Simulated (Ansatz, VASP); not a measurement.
# ZrNb2N4 in VASP and in Ansatz

```
Zr Nb N
1.0
     3.18895   -4.44870    0.00000
     3.18895    4.44870    0.00000
     0.00000    0.00000    3.07744
Zr Nb N
1 2 4
Direct
  0.00000 0.00000 0.00000
  0.50000 0.00000 0.50000
  0.00000 0.50000 0.50000
  0.23344 0.23344 0.50000
  0.76656 0.76656 0.50000
  0.75997 0.24003 0.00000
  0.24003 0.75997 0.00000
```

Change from the starting cell: species swapped into the Li2FeBr4 type (Cmmm, No. 65).

Alike in both runs: task relaxation of cell and atoms; functional PBE; k mesh 3 × 3 × 4; occupations gaussian, width 0.15 eV; no spin polarisation.

```csv
,VASP,Ansatz
version,VASP 6.6.1,Ansatz 0.2.0
potentials or method,"VASP PAW PBE potentials, release 64 (Zr_sv, Nb_sv, N), cutoff 600 eV","scalar-relativistic, plane waves, PAW"
valence electrons in the cell,58,58
```

Ansatz gave:

- gap on the k mesh at the Fermi level, each at its own relaxed structure (eV): none
- relaxed volume (Å³/atom): 12.06
- relaxed length of the cell vector where the two differ most in proportion (Å): 5.283

Question: Which values does VASP return?

Answer: gap on the k mesh at the Fermi level, each at its own relaxed structure (eV): none; relaxed volume (Å³/atom): 12.04; relaxed length of the cell vector where the two differ most in proportion (Å): 5.280.

A gap of «none» marks a metal or a gap that the smearing closes.

The k mesh is coarse, so the values compare programs but aren't converged.
